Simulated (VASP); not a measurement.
Write the native input for VASP 6.6.1 that does the following.

- Task: single point
- Functional: PBEsol
- Potentials or basis: VASP PAW PBE potentials, release 64 (Co)
- Cutoff: 520 eV
- k mesh: 17 × 17 × 9
- Occupations: fermi-dirac, width 0.1 eV
- Spin: collinear spin, ferromagnetic start
- Starting moments: [1.7, 1.7] μB
- Dipole correction: no
- Further INCAR settings: ALGO = Normal; EDIFF = 1e-06; NBANDS = 20

The structure of Co lies in POSCAR:

```
Co
1.0
    2.4070235067      0.0000000000      0.0000000000
   -1.2035117534      2.0845435043      0.0000000000
    0.0000000000      0.0000000000      3.8893444509
Co
2
Direct
    0.3333333333      0.6666666667      0.2500000000
    0.6666666667      0.3333333333      0.7500000000
```

These files were run (other wordings do the same):

INCAR

```
PREC = Accurate
ENCUT = 520
EDIFF = 1E-6
ISMEAR = -1
SIGMA = 0.1
LREAL = F
LASPH = T
NELM = 150
ALGO = Normal
ISIF = 2
LWAVE = F
LCHARG = F
ISPIN = 2
MAGMOM = 1.7 1.7
LORBIT = 11
LMAXMIX = 4
GGA = PS
NBANDS = 20
```

KPOINTS

```
regular mesh
0
Gamma
  17 17 9
```

Potentials or basis: VASP PAW PBE potentials, release 64 (Co).

Command:

```bash
$ cat potpaw_PBE.64/Co/POTCAR > POTCAR
$ mpirun -np 1 vasp_std > vasp.out
```

Results of the run:

```yaml
Pressure: 15.7 GPa
Net_moment: 2.99 μB per cell
Site_moments: Co +1.49 μB
Valence_electrons_inside_the_program's_atomic_spheres: Co 8.50
```

Caveat: the cell stands under pressure; the PAW data sets were made with another functional, which shifts forces and pressure a little.

It took 58 s on 1 thread of AMD EPYC 9R45 96-Core Processor (Zen 5), on a shared host, peak memory 0.17 GiB.
